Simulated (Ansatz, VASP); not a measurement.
Given: the input of a run of Ansatz 0.2.0 on MgC2.

Contents of input.yaml:

```yaml
crystal:
  lattice:
    - [3.8973815762, 0.0, 0.0]
    - [0.0, 3.8973815762, 0.0]
    - [0.0, 0.0, 4.919687643]
  atoms:
    - { symbol: Mg, position: [0.0, 0.0, 0.5] }
    - { symbol: Mg, position: [0.5, 0.5, 0.0] }
    - { symbol: C, position: [0.387655, 0.612345, 0.5] }
    - { symbol: C, position: [0.612345, 0.387655, 0.5] }
    - { symbol: C, position: [0.887655, 0.887655, 0.0] }
    - { symbol: C, position: [0.112345, 0.112345, 0.0] }
hamiltonian:
  xc: revpbe
  pseudopotentials: { kind: paw }
  dispersion: d4
kpoints:
  mp_grid: { grid: [7, 7, 6] }
scf:
  occupations: { method: gaussian, width: 0.01 }
output:
  forces: true
  stress: true
  eigenvalues: true
```

Potentials or basis: Ansatz PAW.

The run is started by

```bash
$ ansatz run input.yaml --threads 2 --pin off --max-ram 5632MiB --backend cpu --events-out ev --progress --plain --runs-dir out
```

Question: Translate it to VASP 6.6.1. Potentials there: VASP PAW PBE potentials, release 64 (Mg, C).

Answer: As run (the cutoff follows the program's own potentials):

Contents of INCAR:

```
ALGO = Normal
EDIFF = 1E-6
ENCUT = 520
GGA = RE
ISIF = 2
ISMEAR = 0
IVDW = 13
LASPH = T
LCHARG = T
LELF = T
LREAL = F
LVHAR = T
LWAVE = F
NBANDS = 19
NELM = 80
PREC = Accurate
SIGMA = 0.01
```

KPOINTS

```
k-points
0
Gamma
  7 7 6
```

The input POSCAR:

```
MgC2
1.0
    3.8973815762      0.0000000000      0.0000000000
    0.0000000000      3.8973815762      0.0000000000
    0.0000000000      0.0000000000      4.9196876430
Mg C
2 4
Direct
    0.0000000000      0.0000000000      0.5000000000
    0.5000000000      0.5000000000      0.0000000000
    0.3876550000      0.6123450000      0.5000000000
    0.6123450000      0.3876550000      0.5000000000
    0.8876550000      0.8876550000      0.0000000000
    0.1123450000      0.1123450000      0.0000000000
```

Potentials or basis: VASP PAW PBE potentials, release 64 (Mg, C).

The run is started by

```console
$ cat potpaw_PBE.64/Mg/POTCAR potpaw_PBE.64/C/POTCAR > POTCAR
$ mpirun -np 1 vasp_std > vasp.out
```

Both were run:

|  | VASP | Ansatz | Ansatz less VASP |
| --- | --- | --- | --- |
| gap on the k mesh at the Fermi level (eV) | 2.57 | 2.57 | 0.000 |
| least direct gap on the mesh (eV) | 2.98 | 2.97 | -0.004 |
| pressure (GPa) | 11.1 | 11.2 | +0.09 |
| traceless stress, the component that is largest in VASP (GPa) | 0.00 | 0.22 | +0.219 |
| rms of the force components (eV/Å) | 0.771 | 0.690 | -0.0813 |

VASP's potentials were made for PBE, not for revPBE. Atom by atom the forces differ by 0.081 eV/Å (rms over components). VASP's potentials hold 20 valence electrons a cell and Ansatz's 36, so a difference there can come from the potentials and not from the codes.

Noted on Ansatz's run: odd divisions of the mesh miss points on the zone boundary, where band edges often lie, so the gap on the mesh can be too wide.
